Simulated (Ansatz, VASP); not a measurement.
**One calculation of PtSe2, two programs**

```
Pt Se
1.0
     0.00000    3.88734    3.88734
     3.88734    0.00000    3.88734
     3.88734    3.88734    0.00000
Pt Se
2 4
Direct
  0.00000 0.00000 0.00000
  0.25000 0.25000 0.25000
  0.62500 0.62500 0.62500
  0.12500 0.62500 0.62500
  0.62500 0.62500 0.12500
  0.62500 0.12500 0.62500
```

Alike in both runs: functional PBE; k mesh 4 × 4 × 4; occupations gaussian, width 0.1 eV; no spin polarisation.

Ansatz relaxed the structure, and its values are those at the end. VASP's run is a single point on that final structure, the one shown.

|  | VASP | Ansatz |
| --- | --- | --- |
| version | VASP 6.6.1 | Ansatz 0.2.0 |
| potentials or method | VASP PAW PBE potentials, release 64 (Pt, Se), cutoff 520 eV | scalar-relativistic, plane waves, PAW |
| valence electrons in the cell | 44 | 100 |

VASP gave:

* gap on the k mesh at the Fermi level (eV): none
* pressure (GPa): -0.1

**Question.** Estimate Ansatz's values.

**Answer.** gap on the k mesh at the Fermi level (eV): none; pressure (GPa): 0.0.

A gap of «none» marks a metal or a gap that the smearing closes. VASP's potentials hold 44 valence electrons a cell and Ansatz's 100, so a difference there can come from the potentials and not from the codes.

Neither program's run includes spin-orbit coupling.
